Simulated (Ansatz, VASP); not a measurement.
# VO2 in VASP and in Ansatz

```
CELL_PARAMETERS angstrom
4.51700 0.00000 0.00000
0.00000 4.51700 0.00000
0.00000 0.00000 2.87200
ATOMIC_POSITIONS crystal
O 0.30000 0.30000 0.00000
O 0.20000 0.80000 0.50000
O 0.70000 0.70000 0.00000
O 0.80000 0.20000 0.50000
V 0.00000 0.00000 0.00000
V 0.50000 0.50000 0.50000
```

Alike in both runs: task single point; functional PBE; k mesh 4 × 4 × 7; occupations gaussian, width 0.05 eV; collinear spin.

|  | VASP | Ansatz |
| --- | --- | --- |
| version | VASP 6.6.1 | Ansatz 0.2.0 |
| potentials or method | VASP PAW PBE potentials, release 64 (O, V_sv), cutoff 600 eV | PAW, plane waves, scalar-relativistic |
| valence electrons in the cell | 50 | 50 |

Ansatz gave:

```
pressure (GPa)                                                : 3.8
traceless stress, the component that is largest in VASP (GPa) : -4.34
rms of the force components (eV/Å)                            : 0.027
net moment per atom (μB)                                      : 0.33
size of the moment on the site where the two differ most (μB) : 0.83
```

Q: Estimate VASP's values.

A: Pressure (GPa): 2.8; traceless stress, the component that is largest in VASP (GPa): -7.00; rms of the force components (eV/Å): 0.043; net moment per atom (μB): 0.00; size of the moment on the site where the two differ most (μB): 0.45.

The net moments are unlike, so the other rows may belong to different states. Site moments also hang on the region over which each program counts them. Atom by atom the forces differ by 0.069 eV/Å (rms over components). Ansatz's warnings: seeded moment not kept.
